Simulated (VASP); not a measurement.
# CoO (I4/mmm) in VASP: notebook

Runs on CoO. Level: PBEsol+U. Tasks: single point.

All numbers are computed with VASP 6.6.1; they aren't measurements. Logs are shortened: lines on timing, memory, paths and dates and some standing lists are left out, and cuts for length are marked.

**1. The cell of the first run**

It takes space group I4/mmm (No. 139, tetragonal). Conventional cell: a = 3.016 Å, b = 3.016 Å, c = 4.215 Å, α = 90.00°, β = 90.00°, γ = 90.00°. Within 2.8 Å of Co (site symmetry 4/mmm) lie 6 O at 2.11 to 2.13 Å. Within 2.8 Å of O (site symmetry 4/mmm) lie 6 Co at 2.11 to 2.13 Å.

**2. Single point, PBEsol+U, collinear spin, ferromagnetic start**

Input file INCAR:

```
ALGO = Normal
EDIFF = 1E-6
ENCUT = 520
GGA = PS
ISIF = 2
ISMEAR = 0
ISPIN = 2
LASPH = T
LCHARG = F
LDAU = T
LDAUJ = 0.5 0
LDAUL = 2 -1
LDAUPRINT = 1
LDAUTYPE = 1
LDAUU = 4 0
LMAXMIX = 4
LORBIT = 11
LREAL = F
LWAVE = F
MAGMOM = 2.85 0.25
NBANDS = 18
NELM = 150
NUPDOWN = 3.0
PREC = Accurate
SIGMA = 0.05
```

Input file KPOINTS:

```
k-points
0
Gamma
  9 9 9
```

Input file POSCAR:

```
CoO
1.0
   -1.5080004400      1.5080004400      2.1072503600
    1.5080004400     -1.5080004400      2.1072503600
    1.5080004400      1.5080004400     -2.1072503600
Co O
1 1
Direct
    0.0000000000      0.0000000000      0.0000000000
    0.5000000000      0.5000000000      0.0000000000
```

Potentials or basis: VASP PAW PBE potentials, release 64 (Co, O).

On the command line:

```console
$ cat potpaw_PBE.64/Co/POTCAR potpaw_PBE.64/O/POTCAR > POTCAR
$ mpirun -np 1 vasp_std > vasp.out
```

OUTCAR:

```text
EDIFF = 1E-6
   ENCUT = 520
   GGA = PS
   ISIF = 2
   ISMEAR = 0
   ISPIN = 2
   LASPH = T
   LORBIT = 11
   LREAL = F
   NELM = 150
   NUPDOWN = 3.0
   PREC = Accurate

 ion  position               nearest neighbor table
   1  0.000  0.000  0.000-   2 2.11   2 2.11   2 2.13   2 2.13   2 2.13   2 2.13
   2  0.500  0.500  0.000-   1 2.11   1 2.11   1 2.13   1 2.13   1 2.13   1 2.13

  LATTYP: Found a body centered tetragonal cell.
 ALAT       =     3.0160008800
 C/A-ratio  =     1.3973804676

  Lattice vectors:

 A1 = (  -1.5080004400,   1.5080004400,   2.1072503600)
 A2 = (   1.5080004400,  -1.5080004400,   2.1072503600)
 A3 = (   1.5080004400,   1.5080004400,  -2.1072503600)

Analysis of symmetry for initial positions (statically):
=====================================================================
 Subroutine PRICEL returns:
 Original cell was already a primitive cell.

 Routine SETGRP: Setting up the symmetry group for a
 body centered tetragonal supercell.

 Subroutine GETGRP returns: Found 16 space group operations
 (whereof 16 operations were pure point group operations)
 out of a pool of 16 trial point group operations.

The static configuration has the point symmetry D_4h.

Analysis of symmetry for dynamics (positions and initial velocities):
=====================================================================
 Subroutine PRICEL returns:
 Original cell was already a primitive cell.

 Routine SETGRP: Setting up the symmetry group for a
 body centered tetragonal supercell.

 Subroutine GETGRP returns: Found 16 space group operations
 (whereof 16 operations were pure point group operations)
 out of a pool of 16 trial point group operations.

The dynamic configuration has the point symmetry D_4h.

Analysis of structural, dynamic, and magnetic symmetry:
=====================================================================
 Subroutine PRICEL returns:
 Original cell was already a primitive cell.

 Routine SETGRP: Setting up the symmetry group for a
 body centered tetragonal supercell.

 Subroutine GETGRP returns: Found 16 space group operations
 (whereof 16 operations were pure point group operations)
 out of a pool of 16 trial point group operations.

The overall configuration has the point symmetry D_4h.

 Subroutine INISYM returns: Found 16 space group operations
 (whereof 16 operations are pure point group operations),
 and found     1 'primitive' translations

----------------------------------------------------------------------------------------

                                     Primitive cell

  volume of cell :      19.1681

  direct lattice vectors                    reciprocal lattice vectors
    -1.508000440  1.508000440  2.107250360     0.000000000  0.331564890  0.237276030
     1.508000440 -1.508000440  2.107250360     0.331564890  0.000000000  0.237276030
     1.508000440  1.508000440 -2.107250360     0.331564890  0.331564890  0.000000000

  length of vectors
     2.998105191  2.998105191  2.998105191     0.407719500  0.407719500  0.468903564

  position of ions in fractional coordinates (direct lattice)
     0.000000000  0.000000000  0.000000000
     0.500000000  0.500000000  0.000000000

  ion indices of the primitive-cell ions
   primitive index   ion index
                 1           1
                 2           2

----------------------------------------------------------------------------------------

 KPOINTS: k-points
[... 66 lines left out ...]
   ENCUT  =  520.0 eV  38.22 Ry    6.18 a.u.   5.57  5.57  5.57*2*pi/ulx,y,z
   NELM   =    150;   NELMIN=  2; NELMDL= -5     # of ELM steps
   EDIFF  = 0.1E-05   stopping-criterion for ELM
   LREAL  =      F    real-space projection
   EDIFFG = 0.1E-04   stopping-criterion for IOM
   NSW    =      0    number of steps for IOM
   IBRION =     -1    ionic relax: 0-MD 1-quasi-New 2-CG
   NFREE  =      0    steps in history (QN), initial steepest desc. (CG)
   ISIF   =      2    stress and relaxation
   ISYM   =      2    0-nonsym 1-usesym 2-fastsym
   POTIM  = 0.5000    time-step for ionic-motion
   TEBEG  =    0.0;   TEEND  =   0.0 temperature during run
   PSTRESS=    0.0 pullay stress
   NELECT =      15.0000    total number of electrons
   NUPDOWN=       3.0000    fix difference up-down
   EMIN   =  10.00;   EMAX   =-10.00  energy-range for DOS
   EFERMI =   0.00;   METHOD = LEGACY
   ISMEAR =     0;   SIGMA  =   0.05  broadening in eV -4-tet -1-fermi 0-gaus
   EFERMI_NEDOS =   21; number of points for ismear=-14 and -15
   IALGO  =     38    algorithm
   IMIX   =      4    mixing-type and parameters
     AMIX     =   0.40;   BMIX     =  1.00
     AMIX_MAG =   1.60;   BMIX_MAG =  1.00
  volume/ion in A,a.u.               =       9.58        64.68
  Fermi-wavevector in a.u.,A,eV,Ry     =   1.508617  2.850872 30.965828  2.275924
  Thomas-Fermi vector in A             =   2.619047
   LORBIT       =     11    0 simple, 1 ext, 2 COOP (PROOUT), +10 PAW based schemes
[... 14 lines left out ...]
 maximum number of plane-waves:       533
   NGX = 11   NGY = 11   NGZ = 11

atom =   1  type =  1  l = 2

 onsite density matrix

spin component  1

  1.0128 -0.0000  0.0000 -0.0000 -0.0000
 -0.0000  0.9696  0.0000 -0.0000  0.0000
  0.0000  0.0000  1.0183  0.0000  0.0000
 -0.0000 -0.0000  0.0000  0.9696 -0.0000
 -0.0000  0.0000  0.0000 -0.0000  0.9643

spin component  2

  0.1206  0.0000 -0.0000 -0.0000  0.0000
  0.0000  0.4941  0.0000  0.0000  0.0000
 -0.0000  0.0000  0.1562  0.0000  0.0000
 -0.0000  0.0000  0.0000  0.4941 -0.0000
  0.0000  0.0000  0.0000 -0.0000  0.9585

 occupancies and eigenvectors

  o =  0.1206  v =  0.0000  0.0000  0.0000  0.0000  0.0000  1.0000  0.0000  0.0000  0.0000  0.0000      0.0000  0.0000  0.0000  0.0000  0.0000  0.0000  0.0000  0.0000  0.0000  0.0000
  o =  0.1562  v =  0.0000  0.0000  0.0000  0.0000  0.0000  0.0000 -0.0000 -1.0000 -0.0000 -0.0000      0.0000  0.0000  0.0000  0.0000  0.0000  0.0000  0.0000  0.0000  0.0000  0.0000
  o =  0.4941  v =  0.0000  0.0000  0.0000  0.0000  0.0000  0.0000 -0.2215 -0.0000  0.9752  0.0000      0.0000  0.0000  0.0000  0.0000  0.0000  0.0000  0.0000  0.0000  0.0000  0.0000
  o =  0.4941  v =  0.0000  0.0000  0.0000  0.0000  0.0000  0.0000 -0.9752  0.0000 -0.2215  0.0000      0.0000  0.0000  0.0000  0.0000  0.0000  0.0000  0.0000  0.0000  0.0000  0.0000
  o =  0.9585  v =  0.0000  0.0000  0.0000  0.0000  0.0000  0.0000  0.0000 -0.0000 -0.0000  1.0000      0.0000  0.0000  0.0000  0.0000  0.0000  0.0000  0.0000  0.0000  0.0000  0.0000
  o =  0.9643  v =  0.0000 -0.0000  0.0000  0.0000  1.0000  0.0000  0.0000  0.0000  0.0000  0.0000      0.0000  0.0000  0.0000  0.0000  0.0000  0.0000  0.0000  0.0000  0.0000  0.0000
  o =  0.9696  v =  0.0000  0.9462  0.0000 -0.3235  0.0000  0.0000  0.0000  0.0000  0.0000  0.0000      0.0000  0.0000  0.0000  0.0000  0.0000  0.0000  0.0000  0.0000  0.0000  0.0000
  o =  0.9696  v =  0.0000 -0.3235  0.0000 -0.9462  0.0000  0.0000  0.0000  0.0000  0.0000  0.0000      0.0000  0.0000  0.0000  0.0000  0.0000  0.0000  0.0000  0.0000  0.0000  0.0000
  o =  1.0128  v =  1.0000  0.0000  0.0000  0.0000  0.0000  0.0000  0.0000  0.0000  0.0000  0.0000      0.0000  0.0000  0.0000  0.0000  0.0000  0.0000  0.0000  0.0000  0.0000  0.0000
  o =  1.0183  v =  0.0000 -0.0000  1.0000  0.0000 -0.0000  0.0000  0.0000  0.0000  0.0000  0.0000      0.0000  0.0000  0.0000  0.0000  0.0000  0.0000  0.0000  0.0000  0.0000  0.0000

 number of electron      15.0000006 magnetization       2.9999955

 Free energy of the ion-electron system (eV)
  ---------------------------------------------------
  ext. energy  EPLUGINS =         0.00000000
  ---------------------------------------------------
  free energy    TOTEN  =       -12.35992083 eV

  energy without entropy =      -12.35709276  energy(sigma->0) =      -12.35850679

 E-fermi :   7.6506     XC(G=0): -12.6866

 val. band max:        7.6443840541   @ k =  -0.1111   0.4444   0.1111
 cond. band min:       7.6543340586   @ k =   0.4444   0.1111  -0.0000
 fundamental gap:      0.0099500045
 Fermi energy:         7.4922514398

 spin component 1

 k-point     1 :       0.0000    0.0000    0.0000
  band No.  band energies     occupation
      1     -12.1341      1.00000
      2       2.1279      1.00000
      3       2.6782      1.00000
      4       2.6782      1.00000
      5       2.7191      1.00000
      6       3.9152      1.00000
[... 1001 lines left out ...]
     17      38.4956      0.00000
     18      40.9145      0.00000

 [... further k-points ...]

------------------------ aborting loop because EDIFF is reached ----------------------------------------

  FORCE on cell =-STRESS in cart. coord.  units (eV):
  Direction    XX          YY          ZZ          XY          YZ          ZX
  --------------------------------------------------------------------------------------
  -------------------------------------------------------------------------------------
  Total       -0.6733901     -0.6733901     -1.7994842      0.0000000      0.0000000      0.0000000
  in kB      -56.2857193    -56.2857193   -150.4109827      0.0000000      0.0000000      0.0000000
  external PRESSURE =     -87.6608071 kB  Pullay stress =       0.0000000 kB

 VOLUME and BASIS-vectors are now :
 -----------------------------------------------------------------------------
  energy-cutoff  :      520.00
  volume of cell :       19.17
      direct lattice vectors                 reciprocal lattice vectors
    -1.508000440  1.508000440  2.107250360     0.000000000  0.331564890  0.237276030
     1.508000440 -1.508000440  2.107250360     0.331564890  0.000000000  0.237276030
     1.508000440  1.508000440 -2.107250360     0.331564890  0.331564890  0.000000000

 POSITION                                       TOTAL-FORCE (eV/Angst)
 -----------------------------------------------------------------------------------
      0.00000      0.00000      0.00000        -0.000000      0.000000      0.000000
      0.00000      0.00000      2.10725         0.000000     -0.000000      0.000000
 -----------------------------------------------------------------------------------
    total drift:                               -0.000000      0.000000     -0.000000

  FREE ENERGIE OF THE ION-ELECTRON SYSTEM (eV)
  ---------------------------------------------------
  free  energy   TOTEN  =       -12.3599208255 eV

  energy  without entropy=      -12.3570927574  energy(sigma->0) =      -12.35850679

 total charge

# of ion       s       p       d       tot
------------------------------------------
    1        0.306   0.376   7.133   7.816
    2        1.546   3.435   0.000   4.981
--------------------------------------------------
tot          1.852   3.812   7.133  12.797

 magnetization (x)

# of ion       s       p       d       tot
------------------------------------------
    1        0.020   0.018   2.710   2.747
    2        0.023   0.215   0.000   0.238
--------------------------------------------------
tot          0.043   0.233   2.710   2.985
```

Run time: 71 s. Hardware: 1 thread of Intel Xeon 8259CL, shared host; peak memory 0.18 GiB.

What came out:

```
Free energy                                           : -12.3599 eV
Pressure                                              : -8.8 GPa
Net moment                                            : 3.00 μB per cell
Site moments                                          : Co +2.75; O +0.24 μB
Valence electrons inside the program's atomic spheres : Co 7.82; O 4.98
```

Stress tensor (GPa, compression positive):
```
 -5.63   0.00   0.00
  0.00  -5.63   0.00
  0.00   0.00 -15.04
```

Eigenvalues of the final occupation matrices:
```
    site  spin  trace               eigenvalues
site 1 d     1   4.93  0.96 0.97 0.97 1.01 1.02
site 1 d     2   2.22  0.12 0.16 0.49 0.49 0.96
```

Caveat: the PAW data sets were made with another functional, which shifts forces and pressure a little; the total moment is fixed, so each spin has its own Fermi level; a cell with one magnetic atom can't hold antiferromagnetic order, which such compounds often take.

[end of part 1 of 2]
